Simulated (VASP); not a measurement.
Here is a VASP 6.6.1 calculation.

Contents of INCAR:

```
SYSTEM = AlSi16
PREC = Accurate
ENCUT = 520
EDIFF = 1E-7
ISMEAR = -1
SIGMA = 0.02
LREAL = Auto
LASPH = .True.
NELM = 150
ALGO = Normal
ISIF = 2
LWAVE = .False.
LCHARG = .False.
ISPIN = 2
MAGMOM = 0 0 0 0 0 0 0 0 0 0 0 0 0 0 0 0 0
LORBIT = 11
GGA = PE
NBANDS = 52
```

KPOINTS

```
Automatic mesh
0
Gamma
  2 2 2
  0 0 0
```

File POSCAR:

```
AlSi16
1.0
    0.0000000000      5.4300000000      5.4300000000
    5.4300000000      0.0000000000      5.4300000000
    5.4300000000      5.4300000000      0.0000000000
Si Al
16 1
Direct
    0.0191160221      0.0190239411      0.0066666667
    0.1348987109      0.1369244936      0.1673848987
    0.0068139963      0.0106261510      0.5477716390
    0.1449723757      0.1400000000      0.6430202578
   -0.0359300184      0.5086003683      0.0260773481
    0.1181860037      0.6330294659      0.1210773481
   -0.0038305709      0.5023388582      0.5103499079
    0.1203499079      0.6116022099      0.6527624309
    0.4979650092     -0.0119244936     -0.0035635359
    0.6453130755      0.1112246777      0.0994383057
    0.5057734807      0.0037845304      0.4835819521
    0.6318139963      0.1350920810      0.6143001842
    0.4828453039      0.4710405157     -0.0307458564
    0.6098434622      0.6043922652      0.0768232044
    0.4994383057      0.4920718232      0.4526979742
    0.6156169429      0.6313443831      0.6007918969
    0.8908103131      0.8735174954      0.4072744015
```

Potentials or basis: VASP PAW PBE potentials, release 64 (Si, Al).

Command:

```sh
$ cat potpaw_PBE.64/Si/POTCAR potpaw_PBE.64/Al/POTCAR > POTCAR
$ mpirun -np 1 vasp_std > vasp.out
```

Predict the net moment.

0.00 μB per cell.

Estimate the largest force.

1.598 eV/Å.

Stress tensor (GPa, compression positive):
```
 3.87 -1.82  0.22
-1.82  4.29 -0.11
 0.22 -0.11  4.31
```

Caveat: the k points lie up to 0.50 Å⁻¹ apart; no moment was typed at the start, so none could form.
